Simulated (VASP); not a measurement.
A run of VASP 6.6.1 is set up as follows.

Contents of INCAR:

```
  PREC = Accurate
  ENCUT = 520
  EDIFF = 1E-8
  ISMEAR = 0
  SIGMA = 0.01
  LREAL = F
  LASPH = T
  NELM = 80
  ALGO = Normal
  ISIF = 2
  LWAVE = F
  LCHARG = F
  GGA = CA
  NBANDS = 11
  IBRION = 8
  NSW = 1
  LEPSILON = T
```

KPOINTS

```
Automatic mesh
0
Gamma
  12 12 12
```

Contents of POSCAR:

```
Si
1.0
    0.0000000000      2.7008304894      2.7008304894
    2.7008304894      0.0000000000      2.7008304894
    2.7008304894      2.7008304894      0.0000000000
Si
2
Direct
    0.5000000000      0.5000000000      0.5000000000
    0.7500000000      0.7500000000      0.7500000000
```

Potentials or basis: VASP PAW LDA potentials, release 64 (Si).

Run with:

```bash
$ cat potpaw_LDA.64/Si/POTCAR > POTCAR
$ mpirun -np 1 vasp_std > vasp.out
```

**Question.** Predict the electronic dielectric tensor (diagonal).

**Answer.** 13.43.

**Question.** What does it give for the Born charges (mean of the diagonal)?

**Answer.** Si +0.00 e.

**Question.** What does it give for the highest phonon frequency at Γ?

**Answer.** 513 cm⁻¹.

Born effective charge tensors (e):
atom 1, Si
```
0.00 0.00 0.00
0.00 0.00 0.00
0.00 0.00 0.00
```
atom 2, Si
```
0.00 0.00 0.00
0.00 0.00 0.00
0.00 0.00 0.00
```
